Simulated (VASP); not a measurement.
# Mg5Se: single point with PBE

Crystal: Mg5Se.

```
Mg Se
1.0
     0.00000    4.12043    4.12043
     4.12043    0.00000    4.12043
     4.12043    4.12043    0.00000
Mg Se
5 1
Cartesian
  5.1480 3.0928 3.0928
  5.1480 5.1480 5.1480
  3.0928 5.1480 3.0928
  3.0928 3.0928 5.1480
  2.0602 2.0602 2.0602
  0.0000 0.0000 0.0000
```

| Property | Result |
| --- | --- |
| Program | VASP 6.6.1 |
| Task | single point |
| Functional | PBE |
| Potentials or basis | VASP PAW PBE potentials, release 64 (Mg, Se) |
| Cutoff | 520 eV |
| k mesh | 4 × 4 × 4 |
| Occupations | gaussian, width 0.1 eV |
| Spin | no spin polarisation |

| Property | Result |
| --- | --- |
| Pressure | 0.1 GPa |
| Largest force | 0.018 eV/Å |
| Band gap on the k mesh | zero (band 8 reaches 3.51 eV, above the bottom of band 9 at 2.43 eV) |

Forces on the atoms (eV/Å):
```
Mg   0.011 -0.011 -0.011
Mg   0.011  0.011  0.011
Mg  -0.011  0.011 -0.011
Mg  -0.011 -0.011  0.011
Mg   0.000  0.000  0.000
Se   0.000  0.000  0.000
```

Levels at points of the mesh, in eV from the Fermi level:
```tsv
k point	band 5	band 6	band 7	band 8	band 9	band 10	band 11	band 12
(0.00, 0.00, 0.00)	-3.00	-1.28	-0.29	-0.29	-0.29	0.68	1.07	1.07
(0.50, 0.00, 0.00)	-3.20	-1.99	-0.83	-0.83	-0.30	1.94	1.94	2.07
(0.50, 0.50, 0.00)	-3.80	-2.57	-0.15	0.67	0.67	0.69	3.70	3.70
```

It took 37 s on 1 thread of Intel(R) Xeon(R) 6975P-C (Granite Rapids) (shared host), peak memory 0.31 GiB.
